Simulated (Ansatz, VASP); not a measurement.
**LaAl2N3 in VASP and in Ansatz**

File INCAR:

```
PREC = Accurate
ENCUT = 520
EDIFF = 1E-6
ISMEAR = 0
SIGMA = 0.1
LREAL = False
LASPH = True
NELM = 80
ALGO = Normal
ISIF = 2
LWAVE = False
LCHARG = True
GGA = PE
LELF = True
LVHAR = True
NBANDS = 25
```

The input KPOINTS:

```
Automatic mesh
0
Gamma
  12 12 6
```

Contents of POSCAR:

```
LaAl2N3
1.0
    3.1639253102      0.0000000000      0.0000000000
   -1.5819626551      2.7400396943      0.0000000000
    0.0000000000      0.0000000000      7.9042196481
La Al N
1 2 3
Direct
    0.0000000000      0.0000000000      0.0000000000
    0.3333333333      0.6666666667      0.6476180607
    0.6666666667      0.3333333333      0.3523819393
    0.0000000000      0.0000000000      0.5000000000
    0.3333333333      0.6666666667      0.2155200750
    0.6666666667      0.3333333333      0.7844799250
```

Input for Ansatz:

```yaml
crystal:
  lattice:
    - [3.1639253102, 0.0, 0.0]
    - [-1.5819626551, 2.7400396943, 0.0]
    - [0.0, 0.0, 7.9042196481]
  atoms:
    - { symbol: La, position: [0.0, 0.0, 0.0] }
    - { symbol: Al, position: [0.3333333333, 0.6666666667, 0.6476180607] }
    - { symbol: Al, position: [0.6666666667, 0.3333333333, 0.3523819393] }
    - { symbol: "N", position: [0.0, 0.0, 0.5] }
    - { symbol: "N", position: [0.3333333333, 0.6666666667, 0.215520075] }
    - { symbol: "N", position: [0.6666666667, 0.3333333333, 0.784479925] }
basis:
  ecutwfc: 420
kpoints:
  mp_grid: { grid: [12, 12, 6] }
  band_path:
    path:
      - [[0.0, 0.0, 0.0], [0.5, 0.0, 0.0], [0.33333333, 0.33333333, 0.0], [0.0, 0.0, 0.0], [0.0, 0.0, 0.5], [0.5, 0.0, 0.5], [0.33333333, 0.33333333, 0.5], [0.0, 0.0, 0.5]]
      - [[0.5, 0.0, 0.5], [0.5, 0.0, 0.0]]
      - [[0.33333333, 0.33333333, 0.5], [0.33333333, 0.33333333, 0.0]]
    npoints: 14
hamiltonian:
  xc: pbe
scf:
  occupations: { method: gaussian, width: 0.1 }
  n_extra_bands: 15
output:
  forces: true
  stress: true
  eigenvalues: true
  populations: true
  dos: { projected: true, de: 0.02, nscf_kmesh: { grid: [15, 15, 8] } }
  bader: true
```

Alike in both runs: task single point; functional PBE; k mesh 12 × 12 × 6; occupations gaussian, width 0.1 eV; no spin polarisation.

|  | VASP | Ansatz |
| --- | --- | --- |
| version | VASP 6.6.1 | Ansatz 0.2.0 |
| potentials or method | VASP PAW PBE potentials, release 64 (La, Al, N), cutoff 520 eV | scalar-relativistic, plane waves, PAW |
| valence electrons in the cell | 32 | 32 |

Ansatz gave:

- gap on the k mesh at the Fermi level (eV): none
- pressure (GPa): 0.0
- traceless stress, the component that is largest in VASP (GPa): -0.05
- rms of the force components (eV/Å): 0.001

Q: Which values does VASP return?

A: gap on the k mesh at the Fermi level (eV): none; pressure (GPa): -0.2; traceless stress, the component that is largest in VASP (GPa): -0.17; rms of the force components (eV/Å): 0.006.

Atom by atom the forces differ by 0.007 eV/Å (rms over components). A gap of «none» marks a metal or a gap that the smearing closes. With one functional, cell and mesh, what is left measures potentials, basis and numerics.

Spin-orbit coupling is off throughout.
